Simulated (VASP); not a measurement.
Wanted: the native input for a VASP 6.6.1 run.

| Item | Value |
| --- | --- |
| Task | single point |
| Functional | PBE |
| Dispersion | D3(BJ) |
| Potentials or basis | VASP PAW PBE potentials, release 64 (Al, N) |
| Cutoff | 520 eV |
| k mesh | 8 × 8 × 8 |
| Occupations | gaussian, width 0.01 eV |
| Spin | no spin polarisation |
| Dipole correction | no |
| Further INCAR settings | ALGO = Normal; EDIFF = 1e-07; NBANDS = 11 |

The structure of AlN lies in POSCAR:

```
AlN
1.0
    0.0000000000      1.9184903854      1.9184903854
    1.9184903854      0.0000000000      1.9184903854
    1.9184903854      1.9184903854      0.0000000000
Al N
1 1
Direct
    0.0000000000      0.0000000000      0.0000000000
    0.5000000000      0.5000000000      0.5000000000
```

One way to write it, as run:

INCAR

```
SYSTEM = AlN
  ALGO = Normal
  EDIFF = 1E-7
  ENCUT = 520
  GGA = PE
  ISIF = 2
  ISMEAR = 0
  IVDW = 12
  LASPH = .TRUE.
  LCHARG = .FALSE.
  LREAL = .FALSE.
  LWAVE = .FALSE.
  NBANDS = 11
  NELM = 60
  PREC = Accurate
  SIGMA = 0.01
```

KPOINTS

```
k-points
0
G
  8 8 8
  0 0 0
```

Potentials or basis: VASP PAW PBE potentials, release 64 (Al, N).

The run is started by

```console
$ cat potpaw_PBE.64/Al/POTCAR potpaw_PBE.64/N/POTCAR > POTCAR
$ mpirun -np 1 vasp_std > vasp.out
```

Results of the run:

```
Pressure                   : 53.6 GPa
Band gap on the k mesh     : 4.98 eV, indirect (least direct gap 8.13 eV)
Dispersion energy per atom : -0.400 eV
```

It took 8.5 s on 1 thread of Intel(R) Xeon(R) Platinum 8259CL CPU @ 2.50GHz (Skylake/Cascade Lake), on a shared host, peak memory 0.13 GiB.
